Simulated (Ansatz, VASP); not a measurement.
# Si in VASP and in Ansatz

```
CELL_PARAMETERS angstrom
-2.33576 2.33576 1.53621
2.26489 -2.26489 1.28332
2.62033 2.54945 -1.40977
ATOMIC_POSITIONS crystal
Si 0.22764 0.72764 0.45527
Si 0.52236 0.52236 0.04473
```

Alike in both runs: task single point; functional PBEsol; k mesh 16 × 16 × 16; occupations gaussian, width 0.1 eV; no spin polarisation.

```csv
,VASP,Ansatz
version,VASP 6.6.1,Ansatz 0.2.0
potentials or method,"VASP PAW PBE potentials, release 64 (Si), cutoff 520 eV","scalar-relativistic, plane waves, PAW"
valence electrons in the cell,8,8
```

```csv
,VASP,Ansatz,Ansatz less VASP
gap on the k mesh at the Fermi level (eV),none,none,-
pressure (GPa),-4.9,-5.0,-0.10
"traceless stress, the component that is largest in VASP (GPa)",-6.09,-6.06,+0.033
rms of the force components (eV/Å),0.626,0.620,-0.0057
```

VASP's potentials were made for PBE, not for PBEsol. Atom by atom the forces differ by 0.006 eV/Å (rms over components). A gap of «none» marks a metal or a gap that the smearing closes.
